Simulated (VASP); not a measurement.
Set up this calculation in VASP 6.6.1, as the native input.

```yaml
Task: single point
Functional: PBE
Potentials_or_basis: VASP PAW PBE potentials, release 64 (Hf_pv, N)
Cutoff: 520 eV
k_mesh: 16 × 16 × 16
Occupations: gaussian, width 0.15 eV
Spin: no spin polarisation
Dipole_correction: no
Further_INCAR_settings: ALGO = Normal; EDIFF = 1e-07; NBANDS = 14
```

The structure of HfN lies in POSCAR:

```
HfN
1.0
    0.0000000000      2.3267939086      2.2738140414
    2.2738140414      0.0000000000      2.2738140414
    2.2738140414      2.3267939086      0.0000000000
Hf N
1 1
Direct
    0.0010043247     -0.0010043247      0.0010043247
    0.4872021197      0.5127978803      0.4872021197
```

This cell differs from its parent crystal: mode 5 frozen in at -0.058 Å, normal strain along y +0.0233.

The input as run:

INCAR

```
PREC     = Accurate       # precision mode
ENCUT    = 520            # plane-wave cutoff, eV
EDIFF    = 1E-7           # SCF threshold, eV
ISMEAR   = 0              # smearing method
SIGMA    = 0.15           # smearing width, eV
LREAL    = F              # projectors in reciprocal space
LASPH    = T              # aspherical terms in the spheres
NELM     = 60             # most SCF steps
ALGO     = Normal         # electronic algorithm
ISIF     = 2              # what is computed and relaxed
LWAVE    = F              # write WAVECAR
LCHARG   = T              # write CHGCAR
GGA      = PE             # functional
LELF     = T              # ELF
LVHAR    = T            
NBANDS   = 14             # bands
```

KPOINTS

```
Automatic mesh
0
Gamma
  16 16 16
```

Potentials or basis: VASP PAW PBE potentials, release 64 (Hf_pv, N).

Command:

```bash
$ cat potpaw_PBE.64/Hf_pv/POTCAR potpaw_PBE.64/N/POTCAR > POTCAR
$ mpirun -np 1 vasp_std > vasp.out
```

Results of the run:

```yaml
Pressure: -7.3 GPa
Largest_force: 0.526 eV/Å
```

Caveat: the cell differs from its parent crystal (mode 5 frozen in at -0.058 Å, normal strain along y +0.0233).

It took 59 s on 1 thread of Intel Xeon 6975P-C, with other jobs on the host, peak memory 0.24 GiB.
